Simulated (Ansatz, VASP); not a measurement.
CoW3 in VASP and in Ansatz

```
Co W
1.0
     3.73759    0.00000    0.00000
     0.00000    3.73759    0.00000
     0.00000    0.00000    4.11135
Co W
1 3
Direct
  0.00000 0.00000 0.00000
  0.00000 0.50000 0.50000
  0.50000 0.00000 0.50000
  0.50000 0.50000 0.00000
```

Alike in both runs: task single point; functional PBEsol; k mesh 14 × 14 × 14; occupations gaussian, width 0.15 eV; no spin polarisation.

|  | VASP | Ansatz |
| --- | --- | --- |
| version | VASP 6.6.1 | Ansatz 0.2.0 |
| potentials or method | VASP PAW PBE potentials, release 64 (Co, W_sv), cutoff 520 eV | scalar-relativistic, plane waves, PAW |
| valence electrons in the cell | 51 | 59 |

Ansatz gave:

* gap on the k mesh at the Fermi level (eV): none
* pressure (GPa): 0.6
* traceless stress, the component that is largest in VASP (GPa): -3.75

Q: What did VASP give for the same quantities?

A: gap on the k mesh at the Fermi level (eV): none; pressure (GPa): 1.2; traceless stress, the component that is largest in VASP (GPa): -3.68.

VASP's potentials were made for PBE, not for PBEsol. A gap of «none» marks a metal or a gap that the smearing closes. VASP's potentials hold 51 valence electrons a cell and Ansatz's 59, so a difference there can come from the potentials and not from the codes.

Neither program's run includes spin-orbit coupling.
